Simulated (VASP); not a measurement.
Here is a VASP 6.6.1 calculation.

File POSCAR:

```
TaN
1.0
    2.9380000000      0.0000000000      0.0000000000
   -1.4690000000      2.5443826363      0.0000000000
    0.0000000000      0.0000000000      2.8830000000
Ta N
1 1
Direct
    0.0000000000      0.0000000000      0.5000000000
    0.6666666667      0.3333333333      0.0000000000
```

Contents of INCAR.step1:

```
SYSTEM = TaN
PREC     = Accurate       ! precision mode
ENCUT    = 660            ! plane-wave cutoff, eV
ISMEAR   = 0              ! smearing method
SIGMA    = 0.1            ! smearing width, eV
LREAL    = .FALSE.        ! projectors in reciprocal space
LASPH    = .TRUE.         ! aspherical terms in the spheres
NELM     = 120            ! most SCF steps
NBANDS   = 15             ! bands
GGA      = PE             ! functional
ALGO     = Normal         ! electronic algorithm
EDIFF    = 1E-5           ! SCF threshold, eV
LWAVE    = .TRUE.         ! write WAVECAR
LCHARG   = .FALSE.        ! write CHGCAR
GGA_COMPAT= .FALSE.
```

The input INCAR.step2:

```
SYSTEM = TaN
PREC     = Accurate       ! precision mode
ENCUT    = 660            ! plane-wave cutoff, eV
EDIFF    = 1E-6           ! SCF threshold, eV
ISMEAR   = 0              ! smearing method
SIGMA    = 0.1            ! smearing width, eV
LREAL    = .FALSE.        ! projectors in reciprocal space
LASPH    = .TRUE.         ! aspherical terms in the spheres
NELM     = 120            ! most SCF steps
ALGO     = Normal         ! electronic algorithm
ISIF     = 2              ! what is computed and relaxed
LWAVE    = .FALSE.        ! write WAVECAR
LCHARG   = .FALSE.        ! write CHGCAR
METAGGA  = R2SCAN         ! meta-GGA
LMIXTAU  = .TRUE.       
NBANDS   = 15             ! bands
ISTART   = 1            
GGA_COMPAT= .FALSE.
```

File KPOINTS:

```
Automatic mesh
0
G
  5 5 4
  0 0 0
```

Potentials or basis: VASP PAW PBE potentials, release 64 (Ta_pv, N).

Command:

```sh
$ cat potpaw_PBE.64/Ta_pv/POTCAR potpaw_PBE.64/N/POTCAR > POTCAR
$ cp INCAR.step1 INCAR
$ mpirun -np 1 vasp_std > vasp.out
$ cp INCAR.step2 INCAR
$ mpirun -np 1 vasp_std > vasp.out
```

Predict the pressure.

1.6 GPa.

Estimate the band gap on the k mesh.

zero (filled and empty bands touch).

Stress tensor (GPa, compression positive):
```
0.27 0.00 0.00
0.00 0.27 0.00
0.00 0.00 4.29
```

Caveat: the k points lie up to 0.54 Å⁻¹ apart; the PAW data sets were made with another functional, which shifts forces and pressure a little; spin-orbit coupling is left out, which moves the levels of the heavy elements.
